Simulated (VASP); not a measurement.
The system is LiH.

```xyz
2
Lattice="0.0000 2.0368 2.0368 2.0368 0.0000 2.0368 2.0368 2.0368 0.0000" Properties=species:S:1:pos:R:3 pbc="T T T"
Li    0.0000    0.0000    0.0000
H     2.0368    2.0368    2.0368
```

Base run:

| Quantity | Value |
| --- | --- |
| Program | VASP 6.6.1 |
| Functional | r2SCAN |
| Potentials or basis | VASP PAW PBE potentials, release 64 (Li_sv, H) |
| Cutoff | 520 eV |
| k mesh | 11 × 11 × 11 |
| Occupations | fermi-dirac, width 0.05 eV |
| Spin | no spin polarisation |

Its results: band gap on the k mesh 3.80 eV.

Q: The run is repeated on the same cell with these changes: functional from r2SCAN to LDA; potentials or basis from VASP PAW PBE potentials, release 64 (Li_sv, H) to VASP PAW LDA potentials, release 64 (Li_sv, H). What comes out?

A: Band gap on the k mesh 2.84 eV.

Caveats: an odd mesh through Γ misses points on the zone boundary, where band edges can lie.
